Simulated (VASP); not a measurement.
Wanted: the native input for a VASP 6.6.1 run.

```
Task                   : single point
Functional             : LDA
Potentials or basis    : VASP PAW LDA potentials, release 64 (Al, N)
Cutoff                 : 600 eV
k mesh                 : 10 × 10 × 10
Occupations            : gaussian, width 0.05 eV
Spin                   : no spin polarisation
Dipole correction      : no
Further INCAR settings : ALGO = Normal; EDIFF = 1e-06; NBANDS = 11
```

The structure of AlN lies in POSCAR:

```
AlN
1.0
    0.0000000000      2.1839935596      2.1839935596
    2.1839935596      0.0000000000      2.1839935596
    2.1839935596      2.1839935596      0.0000000000
Al N
1 1
Direct
    0.0343407606     -0.0343407606     -0.0343407606
    0.7500000000      0.7500000000      0.7500000000
```

This cell differs from its parent crystal: atom 1 (Al) moved by (-0.150, +0.000) A along x and y.

The input as run:

INCAR

```
SYSTEM = AlN
PREC = Accurate ; ENCUT = 600
EDIFF = 1E-6 ; ISMEAR = 0
SIGMA = 0.05 ; LREAL = .False.
LASPH = .True. ; NELM = 120
ALGO = Normal ; ISIF = 2
LWAVE = .False. ; LCHARG = .False.
GGA = CA ; NBANDS = 11
GGA_COMPAT = .False.
```

KPOINTS

```
regular mesh
0
Gamma
  10 10 10
  0 0 0
```

Potentials or basis: VASP PAW LDA potentials, release 64 (Al, N).

Launch:

```sh
$ cat potpaw_LDA.64/Al/POTCAR potpaw_LDA.64/N/POTCAR > POTCAR
$ mpirun -np 1 vasp_std > vasp.out
```

It gave:

| Property | Result |
| --- | --- |
| Pressure | -0.3 GPa |
| Largest force | 2.124 eV/Å |
| Band gap on the k mesh | 2.84 eV (least direct gap 3.82 eV) |

Caveat: the cell differs from its parent crystal (atom 1 (Al) moved by (-0.150, +0.000) A along x and y); forces of over 1 eV/Å act on the atoms, so gaps and moduli don't describe the material at rest.

Wall time 60 s on 1 thread of AMD EPYC 7R13 Processor (Zen 3), with other jobs on the host, peak memory 0.14 GiB.
